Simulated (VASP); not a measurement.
# CaO (P6_3/mmc) in VASP: further runs

Runs on CaO. Level: r2SCAN. Tasks: single point.

All numbers are computed with VASP 6.6.1; they aren't measurements. Logs are shortened: lines on timing, memory, paths and dates and some standing lists are left out, and cuts for length are marked.

**1. The cell of the first run**

It takes space group P6_3/mmc (No. 194, hexagonal). Conventional cell: a = 3.252 Å, b = 3.252 Å, c = 5.696 Å, α = 90.00°, β = 90.00°, γ = 120.00°. Ca (site symmetry -3m) has 6 O at 2.36 Å and 2 Ca at 2.85 Å within 3.1 Å. O (site symmetry -6m2) has 6 Ca at 2.36 Å within 3.1 Å.

**2. Single point, r2SCAN (volume changed by -6%)**

File POSCAR:

```
CaO
1.0
    3.2521638173      0.0000000000      0.0000000000
   -1.6260819086      2.8164564830      0.0000000000
    0.0000000000      0.0000000000      5.6956158788
Ca O
2 2
Direct
    0.0000000000      0.0000000000      0.0000000000
    0.0000000000      0.0000000000      0.5000000000
    0.3333333333      0.6666666667      0.2500000000
    0.6666666667      0.3333333333      0.7500000000
```

File INCAR.step1:

```
SYSTEM = CaO
ALGO = Normal ; EDIFF = 1E-4
ENCUT = 520 ; GGA = PE
ISMEAR = 0 ; LASPH = .TRUE.
LCHARG = .FALSE. ; LREAL = .FALSE.
LWAVE = .TRUE. ; NBANDS = 24
NELM = 80 ; PREC = Accurate
SIGMA = 0.01
```

File INCAR.step2:

```
SYSTEM = CaO
ALGO = Normal ; EDIFF = 1E-6
ENCUT = 520 ; ISIF = 2
ISMEAR = 0 ; ISTART = 1
LASPH = .TRUE. ; LCHARG = .TRUE.
LELF = .TRUE. ; LMIXTAU = .TRUE.
LREAL = .FALSE. ; LVHAR = .TRUE.
LWAVE = .FALSE. ; METAGGA = R2SCAN
NBANDS = 24 ; NELM = 80
PREC = Accurate ; SIGMA = 0.01
```

File KPOINTS:

```
k-points
0
G
  9 9 4
  0 0 0
```

Potentials or basis: VASP PAW PBE potentials, release 64 (Ca_sv, O).

Started as:

```
cat potpaw_PBE.64/Ca_sv/POTCAR potpaw_PBE.64/O/POTCAR > POTCAR
cp INCAR.step1 INCAR
mpirun -np 1 vasp_std > vasp.out
cp INCAR.step2 INCAR
mpirun -np 1 vasp_std > vasp.out
```

OUTCAR:

```text
SYSTEM = CaO
   EDIFF = 1E-6
   ENCUT = 520
   ISIF = 2
   ISMEAR = 0
   ISTART = 1
   LASPH = .TRUE.
   LREAL = .FALSE.
   METAGGA = R2SCAN
   NELM = 80
   PREC = Accurate

 ion  position               nearest neighbor table
   1  0.000  0.000  0.000-   3 2.36   4 2.36   3 2.36   4 2.36   4 2.36   3 2.36   2 2.85   2 2.85

   2  0.000  0.000  0.500-   3 2.36   4 2.36   3 2.36   4 2.36   4 2.36   3 2.36   1 2.85   1 2.85

   3  0.333  0.667  0.250-   1 2.36   2 2.36   1 2.36   2 2.36   1 2.36   2 2.36
   4  0.667  0.333  0.750-   1 2.36   2 2.36   1 2.36   2 2.36   1 2.36   2 2.36

  LATTYP: Found a hexagonal cell.
 ALAT       =     3.2521638173
 C/A-ratio  =     1.7513311748

  Lattice vectors:

 A1 = (   3.2521638173,   0.0000000000,   0.0000000000)
 A2 = (  -1.6260819086,   2.8164564830,   0.0000000000)
 A3 = (   0.0000000000,   0.0000000000,   5.6956158788)

Analysis of symmetry for initial positions (statically):
=====================================================================
 Subroutine PRICEL returns:
 Original cell was already a primitive cell.

 Routine SETGRP: Setting up the symmetry group for a
 hexagonal supercell.

 Subroutine GETGRP returns: Found 24 space group operations
 (whereof 12 operations were pure point group operations)
 out of a pool of 24 trial point group operations.

The static configuration has the point symmetry D_3d.
 The point group associated with its full space group is D_6h.

Analysis of symmetry for dynamics (positions and initial velocities):
=====================================================================
 Subroutine PRICEL returns:
 Original cell was already a primitive cell.

 Routine SETGRP: Setting up the symmetry group for a
 hexagonal supercell.

 Subroutine GETGRP returns: Found 24 space group operations
 (whereof 12 operations were pure point group operations)
 out of a pool of 24 trial point group operations.

The dynamic configuration has the point symmetry D_3d.
 The point group associated with its full space group is D_6h.

 Subroutine INISYM returns: Found 24 space group operations
 (whereof 12 operations are pure point group operations),
 and found     1 'primitive' translations

----------------------------------------------------------------------------------------

                                     Primitive cell

  volume of cell :      52.1694

  direct lattice vectors                    reciprocal lattice vectors
     3.252163817  0.000000000  0.000000000     0.307487586  0.177528040  0.000000000
    -1.626081909  2.816456483  0.000000000     0.000000000  0.355056081  0.000000000
     0.000000000  0.000000000  5.695615879     0.000000000  0.000000000  0.175573638

  length of vectors
     3.252163817  3.252163817  5.695615879     0.355056081  0.355056081  0.175573638

  position of ions in fractional coordinates (direct lattice)
     0.000000000  0.000000000  0.000000000
     0.000000000  0.000000000  0.500000000
     0.333333333  0.666666667  0.250000000
     0.666666667  0.333333333  0.750000000

  ion indices of the primitive-cell ions
   primitive index   ion index
                 1           1
                 2           2
                 3           3
                 4           4

----------------------------------------------------------------------------------------

 KPOINTS: k-points

Automatic generation of k-mesh.
 Grid dimensions read from file:
 generate k-points for:    9    9    4

 Generating k-lattice:

  Cartesian coordinates                     Fractional coordinates (reciprocal lattice)
     0.034165287  0.019725338  0.000000000     0.111111111 -0.000000000  0.000000000
     0.000000000  0.039450676  0.000000000     0.000000000  0.111111111  0.000000000
     0.000000000  0.000000000  0.043893409     0.000000000  0.000000000  0.250000000

  Length of vectors
     0.039450676  0.039450676  0.043893409

  Shift w.r.t. Gamma in fractional coordinates (k-lattice)
     0.000000000  0.000000000  0.000000000

 Subroutine IBZKPT returns following result:
 ===========================================

 Found     36 irreducible k-points:

 Following reciprocal coordinates:
            Coordinates               Weight
  0.000000  0.000000  0.000000      1.000000
  0.111111  0.000000  0.000000      6.000000
  0.222222 -0.000000  0.000000      6.000000
  0.333333 -0.000000  0.000000      6.000000
  0.444444 -0.000000  0.000000      6.000000
  0.111111  0.111111  0.000000      6.000000
[... 16 lines left out ...]
  0.333333  0.222222  0.250000     24.000000
  0.333333  0.333333  0.250000      4.000000
 [... further k-points ...]
   k-points           NKPTS =     36   k-points in BZ     NKDIM =     36   number of bands    NBANDS=     24
   number of dos      NEDOS =    301   number of ions     NIONS =      4
   total plane-waves  NPLWV =  24192
   dimension x,y,z NGX =    24 NGY =   24 NGZ =   42
   dimension x,y,z NGXF=    48 NGYF=   48 NGZF=   84
   ions per type =               2   2
   NGX,Y,Z   is equivalent  to a cutoff of  12.27, 12.27, 12.26 a.u.
   NGXF,Y,Z  is equivalent  to a cutoff of  24.54, 24.54, 24.52 a.u.
 SYSTEM =  CaO
   PREC   = accura    normal or accurate (medium, high low for compatibility)
   ISTART =      1    job   : 0-new  1-cont  2-samecut
   ICHARG =      0    charge: 1-file 2-atom 10-const
   ISPIN  =      1    spin polarized calculation?
   LNONCOLLINEAR =      F non collinear calculations
   LSORBIT =      F    spin-orbit coupling
   LASPH  =      T    aspherical Exc in radial PAW
   ENCUT  =  520.0 eV  38.22 Ry    6.18 a.u.   6.05  6.05 10.59*2*pi/ulx,y,z
   NELM   =     80;   NELMIN=  2; NELMDL=  0     # of ELM steps
   EDIFF  = 0.1E-05   stopping-criterion for ELM
   LREAL  =      F    real-space projection
   EDIFFG = 0.1E-04   stopping-criterion for IOM
   NSW    =      0    number of steps for IOM
   IBRION =     -1    ionic relax: 0-MD 1-quasi-New 2-CG
   NFREE  =      0    steps in history (QN), initial steepest desc. (CG)
   ISIF   =      2    stress and relaxation
   ISYM   =      2    0-nonsym 1-usesym 2-fastsym
   POTIM  = 0.5000    time-step for ionic-motion
   TEBEG  =    0.0;   TEEND  =   0.0 temperature during run
   PSTRESS=    0.0 pullay stress
   NELECT =      32.0000    total number of electrons
   NUPDOWN=      -1.0000    fix difference up-down
   EMIN   =  10.00;   EMAX   =-10.00  energy-range for DOS
   EFERMI =   0.00;   METHOD = LEGACY
   ISMEAR =     0;   SIGMA  =   0.01  broadening in eV -4-tet -1-fermi 0-gaus
   EFERMI_NEDOS =   21; number of points for ismear=-14 and -15
   IALGO  =     38    algorithm
   IMIX   =      4    mixing-type and parameters
     AMIX     =   0.40;   BMIX     =  1.00
     AMIX_MAG =   1.60;   BMIX_MAG =  1.00
  volume/ion in A,a.u.               =      13.04        88.01
  Fermi-wavevector in a.u.,A,eV,Ry     =   1.390975  2.628562 26.324722  1.934812
  Thomas-Fermi vector in A             =   2.514859
   LORBIT       =      0    0 simple, 1 ext, 2 COOP (PROOUT), +10 PAW based schemes
   METAGGA = R2SCAN    functional components
   LHFCALC =     F    Hartree Fock is set to
   AEXX    =    0.0000 exact exchange contribution
   IVDW    =     0    specifies the selected vdW correction
   LEPSILON=     F    determine dielectric tensor
   LRPA    =     F    only Hartree local field effects (RPA)
 non-spin polarized calculation
 Gauss-broadening in eV      SIGMA  =   0.01
  energy-cutoff  :      520.00
  volume of cell :       52.17
 maximum number of plane-waves:      1428
   NGX = 13   NGY = 13   NGZ = 21

 number of electron      32.0000012 magnetization

 Free energy of the ion-electron system (eV)
  ---------------------------------------------------
  ext. energy  EPLUGINS =         0.00000000
  ---------------------------------------------------
  free energy    TOTEN  =       -38.14077670 eV

  energy without entropy =      -38.14077670  energy(sigma->0) =      -38.14077670

 E-fermi :   2.5649     XC(G=0): -11.3981

 val. band max:        2.5226982086   @ k =   0.0000   0.0000   0.0000
 cond. band min:       6.9965641746   @ k =   0.0000   0.0000   0.0000
 fundamental gap:      4.4738659660
 Fermi energy:         2.5649324402

 k-point     1 :       0.0000    0.0000    0.0000
  band No.  band energies     occupation
      1     -36.7460      2.00000
      2     -36.5327      2.00000
      3     -18.3350      2.00000
      4     -16.5669      2.00000
      5     -16.5669      2.00000
      6     -16.4019      2.00000
[... 16 lines left out ...]
     23      11.4888      0.00000
     24      12.1387      0.00000

 k-point     2 :       0.1111    0.0000    0.0000
  band No.  band energies     occupation
      1     -36.7324      2.00000
      2     -36.5217      2.00000
      3     -18.2620      2.00000
      4     -16.7886      2.00000
      5     -16.5884      2.00000
      6     -16.4851      2.00000
[... 16 lines left out ...]
     23      11.5651      0.00000
     24      12.5055      0.00000

 k-point     3 :       0.2222   -0.0000    0.0000
  band No.  band energies     occupation
      1     -36.6979      2.00000
      2     -36.4935      2.00000
      3     -18.0698      2.00000
      4     -17.2285      2.00000
      5     -16.6906      2.00000
      6     -16.6424      2.00000
[... 16 lines left out ...]
     23      11.8767      0.00000
     24      12.2855      0.00000

 k-point     4 :       0.3333   -0.0000    0.0000
  band No.  band energies     occupation
      1     -36.6581      2.00000
      2     -36.4613      2.00000
      3     -17.8931      2.00000
      4     -17.5495      2.00000
      5     -16.9157      2.00000
      6     -16.7028      2.00000
[... 16 lines left out ...]
     23      12.4874      0.00000
     24      12.5708      0.00000

 k-point     5 :       0.4444   -0.0000    0.0000
  band No.  band energies     occupation
      1     -36.6320      2.00000
      2     -36.4402      2.00000
      3     -17.9775      2.00000
      4     -17.4975      2.00000
      5     -17.0583      2.00000
      6     -16.7418      2.00000
[... 451 lines left out ...]
 k-point    22 :       0.2222    0.2222    0.2500
  band No.  band energies     occupation
      1     -36.6129      2.00000
      2     -36.4761      2.00000
      3     -17.5756      2.00000
      4     -17.5530      2.00000
      5     -17.0302      2.00000
      6     -16.8636      2.00000
[... 16 lines left out ...]
     23      11.9619      0.00000
     24      12.8336      0.00000

 k-point    23 :       0.3333    0.2222    0.2500
  band No.  band energies     occupation
      1     -36.5934      2.00000
      2     -36.4593      2.00000
      3     -17.6533      2.00000
      4     -17.3679      2.00000
      5     -17.1790      2.00000
      6     -16.9731      2.00000
[... 16 lines left out ...]
     23      12.2081      0.00000
     24      12.9033      0.00000

 k-point    24 :       0.3333    0.3333    0.2500
  band No.  band energies     occupation
      1     -36.5866      2.00000
      2     -36.4535      2.00000
      3     -17.4462      2.00000
      4     -17.4462      2.00000
      5     -17.3029      2.00000
      6     -16.9261      2.00000
[... 16 lines left out ...]
     23      12.0430      0.00000
     24      12.6869      0.00000

 [... further k-points ...]
[... 5 lines left out ...]
  --------------------------------------------------------------------------------------
  -------------------------------------------------------------------------------------
  Total        2.9337977      2.9337977      3.2456690      0.0000000      0.0000000      0.0000000
  in kB       90.0999599     90.0999599     99.6778484      0.0000000      0.0000000      0.0000000
  external PRESSURE =      93.2925894 kB  Pullay stress =       0.0000000 kB

 VOLUME and BASIS-vectors are now :
 -----------------------------------------------------------------------------
  energy-cutoff  :      520.00
  volume of cell :       52.17
      direct lattice vectors                 reciprocal lattice vectors
     3.252163817  0.000000000  0.000000000     0.307487586  0.177528040  0.000000000
    -1.626081909  2.816456483  0.000000000     0.000000000  0.355056081  0.000000000
     0.000000000  0.000000000  5.695615879     0.000000000  0.000000000  0.175573638

 POSITION                                       TOTAL-FORCE (eV/Angst)
 -----------------------------------------------------------------------------------
      0.00000      0.00000      0.00000        -0.000000      0.000000     -0.000000
      0.00000      0.00000      2.84781        -0.000000      0.000000     -0.000000
     -0.00000      1.87764      1.42390         0.000000      0.000000     -0.000000
      1.62608      0.93882      4.27171        -0.000000      0.000000      0.000000
 -----------------------------------------------------------------------------------
    total drift:                               -0.000000      0.000000      0.000000

  FREE ENERGIE OF THE ION-ELECTRON SYSTEM (eV)
  ---------------------------------------------------
  free  energy   TOTEN  =       -38.1407766965 eV

  energy  without entropy=      -38.1407766965  energy(sigma->0) =      -38.14077670
```

Run time: 1.7 min. Hardware: 1 thread of Intel Xeon 6975P-C, shared host; peak memory 0.2 GiB.

Results:

```
Free energy            : -38.1408 eV
Pressure               : 9.3 GPa
Band gap on the k mesh : 4.47 eV, direct
```

Stress tensor (GPa, compression positive):
```
9.01 0.00 0.00
0.00 9.01 0.00
0.00 0.00 9.97
```

Levels at points of the mesh, in eV from the valence-band top:
```
           k point  band 13  band 14  band 15  band 16  band 17  band 18  band 19  band 20
(0.00, 0.00, 0.00)    -1.19    -0.24     0.00     0.00     4.47     6.15     7.20     7.20
(0.00, 0.00, 0.50)    -0.65    -0.65    -0.65    -0.65     6.67     6.67     7.85     7.85
```

Caveat: the PAW data sets were made with another functional, which shifts forces and pressure a little. A k mesh can miss the band edges.

(Continued in part 2 of 2.)
